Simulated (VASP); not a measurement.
# Pb2O (Pn-3m) in VASP: a series of runs

Pb2O is run at these levels: PBEsol; tasks: single point.

All numbers are computed with VASP 6.6.1; they aren't measurements. Logs are shortened: lines on timing, memory, paths and dates and some standing lists are left out, and cuts for length are marked.

## Step 1: The cell of the first run

The structure is cubic, space group Pn-3m (No. 224). Conventional cell: a = 5.156 Å, b = 5.156 Å, c = 5.156 Å, α = 90.00°, β = 90.00°, γ = 90.00°. Within 3.0 Å of Pb (site symmetry -3m) lie 2 O at 2.23 Å. O (site symmetry -43m) has 4 Pb at 2.23 Å within 3.0 Å.

## Step 2: Single point, PBEsol (22.84 Å³/atom)

Input file INCAR:

```
PREC     = Accurate       # precision mode
ENCUT    = 520            # plane-wave cutoff, eV
EDIFF    = 1E-6           # SCF threshold, eV
ISMEAR   = 0              # smearing method
SIGMA    = 0.1            # smearing width, eV
LREAL    = F              # projectors in reciprocal space
LASPH    = T              # aspherical terms in the spheres
NELM     = 100            # most SCF steps
ALGO     = Normal         # electronic algorithm
ISIF     = 2              # what is computed and relaxed
LWAVE    = F              # write WAVECAR
LCHARG   = F              # write CHGCAR
GGA      = PS             # functional
NBANDS   = 43             # bands
```

Input file KPOINTS:

```
regular mesh
0
Gamma
  8 8 8
```

Input file POSCAR:

```
Pb2O
1.0
    5.1555677662      0.0000000000      0.0000000000
    0.0000000000      5.1555677662      0.0000000000
    0.0000000000      0.0000000000      5.1555677662
Pb O
4 2
Direct
    0.2500000000      0.2500000000      0.2500000000
    0.7500000000      0.7500000000      0.2500000000
    0.2500000000      0.7500000000      0.7500000000
    0.7500000000      0.2500000000      0.7500000000
    0.0000000000      0.0000000000      0.0000000000
    0.5000000000      0.5000000000      0.5000000000
```

Potentials or basis: VASP PAW PBE potentials, release 64 (Pb_d, O).

The run is started by

```sh
> cat potpaw_PBE.64/Pb_d/POTCAR potpaw_PBE.64/O/POTCAR > POTCAR
> mpirun -np 1 vasp_std > vasp.out
```

OUTCAR:

```text
PREC = Accurate
   ENCUT = 520
   EDIFF = 1E-6
   ISMEAR = 0
   LREAL = F
   LASPH = T
   NELM = 100
   ISIF = 2
   GGA = PS

 ion  position               nearest neighbor table
   1  0.250  0.250  0.250-   5 2.23   6 2.23   4 3.65   2 3.65   3 3.65   3 3.65   4 3.65   2 3.65
                             3 3.65   3 3.65   2 3.65   4 3.65   4 3.65   2 3.65
   2  0.750  0.750  0.250-   5 2.23   6 2.23   4 3.65   1 3.65   3 3.65   3 3.65   4 3.65   1 3.65
                             4 3.65   4 3.65   1 3.65   3 3.65   3 3.65   1 3.65
   3  0.250  0.750  0.750-   5 2.23   6 2.23   4 3.65   1 3.65   2 3.65   1 3.65   2 3.65   1 3.65
                             4 3.65   1 3.65   2 3.65   4 3.65   2 3.65   4 3.65
   4  0.750  0.250  0.750-   5 2.23   6 2.23   3 3.65   1 3.65   2 3.65   1 3.65   2 3.65   2 3.65
                             3 3.65   2 3.65   1 3.65   3 3.65   1 3.65   3 3.65
   5  0.000  0.000  0.000-   1 2.23   2 2.23   3 2.23   4 2.23
   6  0.500  0.500  0.500-   1 2.23   2 2.23   3 2.23   4 2.23

  LATTYP: Found a simple cubic cell.
 ALAT       =     5.1555677662

  Lattice vectors:

 A1 = (   5.1555677662,   0.0000000000,   0.0000000000)
 A2 = (   0.0000000000,   5.1555677662,   0.0000000000)
 A3 = (   0.0000000000,   0.0000000000,   5.1555677662)

Analysis of symmetry for initial positions (statically):
=====================================================================
 Subroutine PRICEL returns:
 Original cell was already a primitive cell.

 Routine SETGRP: Setting up the symmetry group for a
 simple cubic supercell.

 Subroutine GETGRP returns: Found 48 space group operations
 (whereof 24 operations were pure point group operations)
 out of a pool of 48 trial point group operations.

The static configuration has the point symmetry T_d .
 The point group associated with its full space group is O_h .

Analysis of symmetry for dynamics (positions and initial velocities):
=====================================================================
 Subroutine PRICEL returns:
 Original cell was already a primitive cell.

 Routine SETGRP: Setting up the symmetry group for a
 simple cubic supercell.

 Subroutine GETGRP returns: Found 48 space group operations
 (whereof 24 operations were pure point group operations)
 out of a pool of 48 trial point group operations.

The dynamic configuration has the point symmetry T_d .
 The point group associated with its full space group is O_h .

 Subroutine INISYM returns: Found 48 space group operations
 (whereof 24 operations are pure point group operations),
 and found     1 'primitive' translations

----------------------------------------------------------------------------------------

                                     Primitive cell

  volume of cell :     137.0344

  direct lattice vectors                    reciprocal lattice vectors
     5.155567766  0.000000000  0.000000000     0.193965058  0.000000000  0.000000000
     0.000000000  5.155567766  0.000000000     0.000000000  0.193965058  0.000000000
     0.000000000  0.000000000  5.155567766     0.000000000  0.000000000  0.193965058

  length of vectors
     5.155567766  5.155567766  5.155567766     0.193965058  0.193965058  0.193965058

  position of ions in fractional coordinates (direct lattice)
     0.250000000  0.250000000  0.250000000
     0.750000000  0.750000000  0.250000000
     0.250000000  0.750000000  0.750000000
     0.750000000  0.250000000  0.750000000
     0.000000000  0.000000000  0.000000000
     0.500000000  0.500000000  0.500000000

  ion indices of the primitive-cell ions
   primitive index   ion index
                 1           1
                 2           2
                 3           3
                 4           4
                 5           5
                 6           6

----------------------------------------------------------------------------------------

 KPOINTS: regular mesh

Automatic generation of k-mesh.
 Grid dimensions read from file:
 generate k-points for:    8    8    8

 Generating k-lattice:

  Cartesian coordinates                     Fractional coordinates (reciprocal lattice)
     0.024245632  0.000000000  0.000000000     0.125000000  0.000000000  0.000000000
     0.000000000  0.024245632  0.000000000     0.000000000  0.125000000  0.000000000
     0.000000000  0.000000000  0.024245632     0.000000000  0.000000000  0.125000000

  Length of vectors
     0.024245632  0.024245632  0.024245632

  Shift w.r.t. Gamma in fractional coordinates (k-lattice)
     0.000000000  0.000000000  0.000000000

 Subroutine IBZKPT returns following result:
 ===========================================

 Found     35 irreducible k-points:

 Following reciprocal coordinates:
            Coordinates               Weight
  0.000000  0.000000  0.000000      1.000000
  0.125000  0.000000  0.000000      6.000000
  0.250000  0.000000  0.000000      6.000000
  0.375000  0.000000  0.000000      6.000000
  0.500000  0.000000  0.000000      3.000000
  0.125000  0.125000  0.000000     12.000000
[... 16 lines left out ...]
  0.375000  0.375000  0.125000     24.000000
  0.500000  0.375000  0.125000     24.000000
 [... further k-points ...]
   k-points           NKPTS =     35   k-points in BZ     NKDIM =     35   number of bands    NBANDS=     43
   number of dos      NEDOS =    301   number of ions     NIONS =      6
   total plane-waves  NPLWV =  64000
   dimension x,y,z NGX =    40 NGY =   40 NGZ =   40
   dimension x,y,z NGXF=    80 NGYF=   80 NGZF=   80
   ions per type =               4   2
   NGX,Y,Z   is equivalent  to a cutoff of  12.90, 12.90, 12.90 a.u.
   NGXF,Y,Z  is equivalent  to a cutoff of  25.80, 25.80, 25.80 a.u.
 SYSTEM =  unknown system
   PREC   = accura    normal or accurate (medium, high low for compatibility)
   ISTART =      0    job   : 0-new  1-cont  2-samecut
   ICHARG =      2    charge: 1-file 2-atom 10-const
   ISPIN  =      1    spin polarized calculation?
   LNONCOLLINEAR =      F non collinear calculations
   LSORBIT =      F    spin-orbit coupling
   LASPH  =      T    aspherical Exc in radial PAW
   ENCUT  =  520.0 eV  38.22 Ry    6.18 a.u.   9.59  9.59  9.59*2*pi/ulx,y,z
   NELM   =    100;   NELMIN=  2; NELMDL= -5     # of ELM steps
   EDIFF  = 0.1E-05   stopping-criterion for ELM
   LREAL  =      F    real-space projection
   EDIFFG = 0.1E-04   stopping-criterion for IOM
   NSW    =      0    number of steps for IOM
   IBRION =     -1    ionic relax: 0-MD 1-quasi-New 2-CG
   NFREE  =      0    steps in history (QN), initial steepest desc. (CG)
   ISIF   =      2    stress and relaxation
   ISYM   =      2    0-nonsym 1-usesym 2-fastsym
   POTIM  = 0.5000    time-step for ionic-motion
   TEBEG  =    0.0;   TEEND  =   0.0 temperature during run
   PSTRESS=    0.0 pullay stress
   NELECT =      68.0000    total number of electrons
   NUPDOWN=      -1.0000    fix difference up-down
   EMIN   =  10.00;   EMAX   =-10.00  energy-range for DOS
   EFERMI =   0.00;   METHOD = LEGACY
   ISMEAR =     0;   SIGMA  =   0.10  broadening in eV -4-tet -1-fermi 0-gaus
   EFERMI_NEDOS =   21; number of points for ismear=-14 and -15
   IALGO  =     38    algorithm
   IMIX   =      4    mixing-type and parameters
     AMIX     =   0.40;   BMIX     =  1.00
     AMIX_MAG =   1.60;   BMIX_MAG =  1.00
  volume/ion in A,a.u.               =      22.84       154.13
  Fermi-wavevector in a.u.,A,eV,Ry     =   1.296088  2.449252 22.855682  1.679845
  Thomas-Fermi vector in A             =   2.427567
   LORBIT       =      0    0 simple, 1 ext, 2 COOP (PROOUT), +10 PAW based schemes
   GGA     = PS    functional components
   LHFCALC =     F    Hartree Fock is set to
   AEXX    =    0.0000 exact exchange contribution
   IVDW    =     0    specifies the selected vdW correction
   LEPSILON=     F    determine dielectric tensor
   LRPA    =     F    only Hartree local field effects (RPA)
 non-spin polarized calculation
 Gauss-broadening in eV      SIGMA  =   0.10
  energy-cutoff  :      520.00
  volume of cell :      137.03
 maximum number of plane-waves:      3747
 NGX is ok and might be reduce to    40
   NGX = 19   NGY = 19   NGZ = 19

 number of electron      68.0000005 magnetization

 Free energy of the ion-electron system (eV)
  ---------------------------------------------------
  ext. energy  EPLUGINS =         0.00000000
  ---------------------------------------------------
  free energy    TOTEN  =       -28.15030680 eV

  energy without entropy =      -28.14264880  energy(sigma->0) =      -28.14647780

 E-fermi :   6.0439     XC(G=0): -10.3427

 val. band max:        6.0147496520   @ k =   0.3750   0.3750   0.3750
 cond. band min:       6.0776720919   @ k =   0.3750   0.0000   0.0000
 fundamental gap:      0.0629224398
 Fermi energy:         6.0438632673

 k-point     1 :       0.0000    0.0000    0.0000
  band No.  band energies     occupation
      1     -13.2836      2.00000
      2     -11.9206      2.00000
      3     -10.3146      2.00000
      4     -10.3146      2.00000
      5     -10.2469      2.00000
      6     -10.2469      2.00000
[... 35 lines left out ...]
     42      12.3794      0.00000
     43      12.3794      0.00000

 k-point     2 :       0.1250    0.0000    0.0000
  band No.  band energies     occupation
      1     -13.2485      2.00000
      2     -12.0130      2.00000
      3     -10.3084      2.00000
      4     -10.3030      2.00000
      5     -10.2358      2.00000
      6     -10.2358      2.00000
[... 35 lines left out ...]
     42      12.1797      0.00000
     43      12.6729      0.00000

 k-point     3 :       0.2500    0.0000    0.0000
  band No.  band energies     occupation
      1     -13.1451      2.00000
      2     -12.2351      2.00000
      3     -10.2911      2.00000
      4     -10.2699      2.00000
      5     -10.2211      2.00000
      6     -10.2077      2.00000
[... 35 lines left out ...]
     42      12.1188      0.00000
     43      12.8330      0.00000

 k-point     4 :       0.3750    0.0000    0.0000
  band No.  band energies     occupation
      1     -12.9785      2.00000
      2     -12.5013      2.00000
      3     -10.2663      2.00000
      4     -10.2227      2.00000
      5     -10.2198      2.00000
      6     -10.1849      2.00000
[... 863 lines left out ...]
     42      12.3480      0.00000
     43      13.1384      0.00000

 k-point    23 :       0.3750    0.3750    0.1250
  band No.  band energies     occupation
      1     -12.9570      2.00000
      2     -12.5266      2.00000
      3     -10.2246      2.00000
      4     -10.2149      2.00000
      5     -10.2012      2.00000
      6     -10.1889      2.00000
[... 35 lines left out ...]
     42      12.2858      0.00000
     43      13.6020      0.00000

 k-point    24 :       0.5000    0.3750    0.1250
  band No.  band energies     occupation
      1     -12.9560      2.00000
      2     -12.5274      2.00000
      3     -10.2168      2.00000
      4     -10.2164      2.00000
      5     -10.1964      2.00000
      6     -10.1871      2.00000
[... 35 lines left out ...]
     42      12.2387      0.00000
     43      13.8986      0.00000

 [... further k-points ...]

------------------------ aborting loop because EDIFF is reached ----------------------------------------

  FORCE on cell =-STRESS in cart. coord.  units (eV):
  Direction    XX          YY          ZZ          XY          YZ          ZX
  --------------------------------------------------------------------------------------
  -------------------------------------------------------------------------------------
  Total        7.8703977      7.8703977      7.8703977      0.0000000      0.0000000     -0.0000000
  in kB       92.0190533     92.0190533     92.0190533      0.0000000      0.0000000     -0.0000000
  external PRESSURE =      92.0190533 kB  Pullay stress =       0.0000000 kB

 VOLUME and BASIS-vectors are now :
 -----------------------------------------------------------------------------
  energy-cutoff  :      520.00
  volume of cell :      137.03
      direct lattice vectors                 reciprocal lattice vectors
     5.155567766  0.000000000  0.000000000     0.193965058  0.000000000  0.000000000
     0.000000000  5.155567766  0.000000000     0.000000000  0.193965058  0.000000000
     0.000000000  0.000000000  5.155567766     0.000000000  0.000000000  0.193965058

 POSITION                                       TOTAL-FORCE (eV/Angst)
 -----------------------------------------------------------------------------------
      1.28889      1.28889      1.28889         0.000000      0.000000     -0.000000
      3.86668      3.86668      1.28889        -0.000000     -0.000000      0.000000
      1.28889      3.86668      3.86668         0.000000     -0.000000     -0.000000
      3.86668      1.28889      3.86668        -0.000000      0.000000      0.000000
      0.00000      0.00000      0.00000         0.000000      0.000000      0.000000
      2.57778      2.57778      2.57778         0.000000      0.000000      0.000000
 -----------------------------------------------------------------------------------
    total drift:                                0.000000      0.000000     -0.000000

  FREE ENERGIE OF THE ION-ELECTRON SYSTEM (eV)
  ---------------------------------------------------
  free  energy   TOTEN  =       -28.1503067993 eV

  energy  without entropy=      -28.1426487961  energy(sigma->0) =      -28.14647780
```

Run time: 6.9 min. Hardware: 1 thread of Intel Xeon 8259CL, shared host; peak memory 0.33 GiB.

Results:

```
Free energy            : -28.1503 eV
Pressure               : 9.2 GPa
Band gap on the k mesh : zero (bands 34 and 35 overlap by 0.88 eV)
```

Levels at points of the mesh, in eV from the Fermi level:
```
           k point  band 32  band 33  band 34  band 35  band 36  band 37
(0.00, 0.00, 0.00)    -0.23    -0.23    -0.23     2.36     2.36     2.36
(0.50, 0.00, 0.00)    -0.78    -0.72    -0.72     1.37     1.37     2.10
(0.50, 0.50, 0.00)    -1.08    -0.16    -0.16     1.85     1.85     2.15
(0.50, 0.50, 0.50)    -1.05    -0.72    -0.72    -0.72     1.45     5.26
```

Caveat: the cell stands under pressure; the PAW data sets were made with another functional, which shifts forces and pressure a little; spin-orbit coupling is left out, which moves the levels of the heavy elements.

(Continued in part 2 of 2.)

The gap in the log of VASP goes by the Fermi energy; the results here count the filled bands.